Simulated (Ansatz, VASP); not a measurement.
# CaSe: VASP beside Ansatz

```
Ca Se
1.0
     0.00000    2.93445    2.94913
     2.93445    0.00000    2.94913
     2.93445    2.93445    0.00000
Ca Se
1 1
Direct
  0.00000 0.00000 0.00000
  0.50000 0.50000 0.50000
```

Change from the starting cell: z stretched by +0.5 %, x and y held.

Alike in both runs: task single point; functional PBEsol; k mesh 6 × 6 × 6; no spin polarisation.

```csv
,VASP,Ansatz
version,VASP 6.6.1,Ansatz 0.2.0
potentials or method,"VASP PAW PBE potentials, release 64 (Ca_sv, Se), cutoff 520 eV","all-electron LAPW, scalar-relativistic"
occupations,"gaussian, width 0.01 eV",fixed
```

|  | VASP | Ansatz | Ansatz less VASP |
| --- | --- | --- | --- |
| gap on the k mesh at the Fermi level (eV) | 1.88 | 1.89 | +0.012 |
| pressure (GPa) | 0.0 | -0.3 | -0.21 |
| traceless stress, the component that is largest in VASP (GPa) | -0.33 | -0.32 | +0.006 |

VASP's potentials were made for PBE, not for PBEsol. Ansatz ran all-electron here, and VASP with PAW potentials.
